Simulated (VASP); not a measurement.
Wanted: the native input for a VASP 6.6.1 run.

| Property | Result |
| --- | --- |
| Task | single point |
| Functional | PBE |
| Potentials or basis | VASP PAW PBE potentials, release 64 (Zr_sv, Hf_pv, Se) |
| Cutoff | 520 eV |
| k mesh | 6 × 6 × 4 |
| Occupations | gaussian, width 0.1 eV |
| Spin | no spin polarisation |
| Dipole correction | no |
| Further INCAR settings | ALGO = Normal; EDIFF = 1e-06; NBANDS = 32 |

The structure of HfZrSe4 lies in POSCAR:

```
HfZrSe4
1.0
    5.5199432613      0.0000000000      0.0000000000
   -2.7599716307      4.7804110917      0.0000000000
    0.0000000000      0.0000000000      5.0828631186
Zr Hf Se
1 1 4
Direct
    0.6666666667      0.3333333333      0.0000000000
    0.3333333333      0.6666666667      0.0000000000
    0.0000000000      0.0000000000      0.0000000000
    0.3402654610      0.1701327305      0.5000000000
    0.8298672695      0.1701327305      0.5000000000
    0.8298672695      0.6597345390      0.5000000000
```

These files were run (other wordings do the same):

INCAR

```
ALGO = Normal
EDIFF = 1E-6
ENCUT = 520
GGA = PE
ISIF = 2
ISMEAR = 0
LASPH = T
LCHARG = F
LREAL = F
LWAVE = F
NBANDS = 32
NELM = 60
PREC = Accurate
SIGMA = 0.1
```

KPOINTS

```
k-points
0
Gamma
  6 6 4
```

Potentials or basis: VASP PAW PBE potentials, release 64 (Zr_sv, Hf_pv, Se).

Run with:

```console
$ cat potpaw_PBE.64/Zr_sv/POTCAR potpaw_PBE.64/Hf_pv/POTCAR potpaw_PBE.64/Se/POTCAR > POTCAR
$ mpirun -np 1 vasp_std > vasp.out
```

Results of the run:

* Pressure: -0.4 GPa
* Largest force: 0.020 eV/Å
* Band gap on the k mesh: zero (band 23 reaches 6.67 eV, above the bottom of band 24 at 5.80 eV)

Caveat: spin-orbit coupling is left out, which moves the levels of the heavy elements.

It took 2 min on 1 thread of Intel(R) Xeon(R) Platinum 8259CL CPU @ 2.50GHz (Skylake/Cascade Lake) (shared host), peak memory 0.3 GiB.
